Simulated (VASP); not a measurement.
Write the native input for VASP 6.6.1 that does the following.

| Item | Value |
| --- | --- |
| Task | relaxation of cell and atoms |
| Functional | HSE06 |
| Potentials or basis | VASP PAW PBE potentials, release 64 (Mg, O) |
| Cutoff | 600 eV |
| k mesh | 6 × 6 × 6 |
| Occupations | fermi-dirac, width 0.02 eV |
| Spin | no spin polarisation |
| Dipole correction | no |
| Grid for exact exchange (PRECFOCK) | Normal |
| Further INCAR settings | ALGO = Normal; EDIFF = 1e-07; IBRION = 2; EDIFFG = -0.005; NSW = 80; ISIF = 3 |
| Share of exact exchange | 0.25 |
| Screening parameter | 0.2079 1/Å |

Crystal: MgO.

```
CELL_PARAMETERS angstrom
0.00000 2.10217 2.10217
2.10217 0.00000 2.10217
2.10217 2.10217 0.00000
ATOMIC_POSITIONS crystal
Mg 0.00000 0.00000 0.00000
O 0.50000 0.50000 0.50000
```

The input as run:

POSCAR

```
MgO
1.0
    0.0000000000      2.1021680206      2.1021680206
    2.1021680206      0.0000000000      2.1021680206
    2.1021680206      2.1021680206      0.0000000000
Mg O
1 1
Direct
    0.0000000000      0.0000000000      0.0000000000
    0.5000000000      0.5000000000      0.5000000000
```

INCAR.step1

```
SYSTEM = MgO
PREC     = Accurate       ! precision mode
ENCUT    = 600            ! plane-wave cutoff, eV
EDIFF    = 1E-5           ! SCF threshold, eV
ISMEAR   = -1             ! smearing method
SIGMA    = 0.02           ! smearing width, eV
LREAL    = .False.        ! projectors in reciprocal space
LASPH    = .True.         ! aspherical terms in the spheres
NELM     = 60             ! most SCF steps
ALGO     = Normal         ! electronic algorithm
LWAVE    = .True.         ! write WAVECAR
LCHARG   = .False.        ! write CHGCAR
GGA      = PE             ! functional
NBANDS   = 11             ! bands
```

INCAR.step2

```
SYSTEM = MgO
PREC     = Accurate       ! precision mode
ENCUT    = 600            ! plane-wave cutoff, eV
EDIFF    = 1E-7           ! SCF threshold, eV
ISMEAR   = -1             ! smearing method
SIGMA    = 0.02           ! smearing width, eV
LREAL    = .False.        ! projectors in reciprocal space
LASPH    = .True.         ! aspherical terms in the spheres
NELM     = 60             ! most SCF steps
ALGO     = Normal         ! electronic algorithm
ISIF     = 3              ! what is computed and relaxed
LWAVE    = .False.        ! write WAVECAR
LCHARG   = .False.        ! write CHGCAR
GGA      = PE             ! functional
LHFCALC  = .True.         ! exact exchange
HFSCREEN = 0.2079         ! screening, 1/A
PRECFOCK = Normal       
IBRION   = 2              ! ionic algorithm
NSW      = 80             ! ionic steps
EDIFFG   = -0.005         ! ionic threshold
ISTART   = 1
```

KPOINTS

```
Automatic mesh
0
Gamma
  6 6 6
  0 0 0
```

Potentials or basis: VASP PAW PBE potentials, release 64 (Mg, O).

Launch:

```bash
$ cat potpaw_PBE.64/Mg/POTCAR potpaw_PBE.64/O/POTCAR > POTCAR
$ cp INCAR.step1 INCAR
$ mpirun -np 1 vasp_std > vasp.out
$ cp INCAR.step2 INCAR
$ mpirun -np 1 vasp_std > vasp.out
```

It gave:

```
Relaxed volume                        : 9.24 Å³/atom
Relaxed cell                          : a = 2.967 Å, b = 2.967 Å, c = 2.967 Å, α = 60.00°, β = 60.00°, γ = 60.00°
Space group after relaxing (to 0.1 Å) : Fm-3m (No. 225)
Energy gained by relaxing             : 0.1 meV/atom
Ionic steps                           : 3
Pressure after relaxing               : 0.0 GPa
Band gap on the k mesh                : 6.56 eV
```

Caveat: the k points lie up to 0.43 Å⁻¹ apart in the final cell; the PAW data sets were made with another functional, which shifts forces and pressure a little.

It took 29 min on 1 thread of Intel(R) Xeon(R) Platinum 8375C CPU @ 2.90GHz (Ice Lake), on a shared host, peak memory 0.26 GiB.
